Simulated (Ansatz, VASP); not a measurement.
# AlGa2N3 in VASP and in Ansatz

```
CELL_PARAMETERS angstrom
-1.48610 1.48610 6.32113
1.48610 -1.48610 6.32113
1.48610 1.48610 -6.32113
ATOMIC_POSITIONS crystal
Al 0.50000 0.50000 0.00000
Ga 0.83422 0.83422 0.00000
Ga 0.16578 0.16578 0.00000
N 0.00000 0.00000 0.00000
N 0.66334 0.66334 0.00000
N 0.33666 0.33666 0.00000
```

Alike in both runs: functional PBE; k mesh 12 × 12 × 12; occupations gaussian, width 0.02 eV; no spin polarisation.

Ansatz relaxed the structure, and its values are those at the end. VASP's run is a single point on that final structure, the one shown.

|  | VASP | Ansatz |
| --- | --- | --- |
| version | VASP 6.6.1 | Ansatz 0.2.0 |
| potentials or method | VASP PAW PBE potentials, release 64 (Al, Ga_d, N), cutoff 520 eV | scalar-relativistic, plane waves, PAW |
| valence electrons in the cell | 44 | 44 |

|  | VASP | Ansatz | Ansatz less VASP |
| --- | --- | --- | --- |
| gap on the k mesh at the Fermi level (eV) | 1.16 | 1.17 | +0.012 |
| least direct gap on the mesh (eV) | 2.18 | 2.19 | +0.010 |
| pressure (GPa) | 0.5 | 0.0 | -0.47 |
| rms of the force components (eV/Å) | 0.008 | 0.001 | -0.0067 |

With one functional, cell and mesh, what is left measures potentials, basis and numerics.
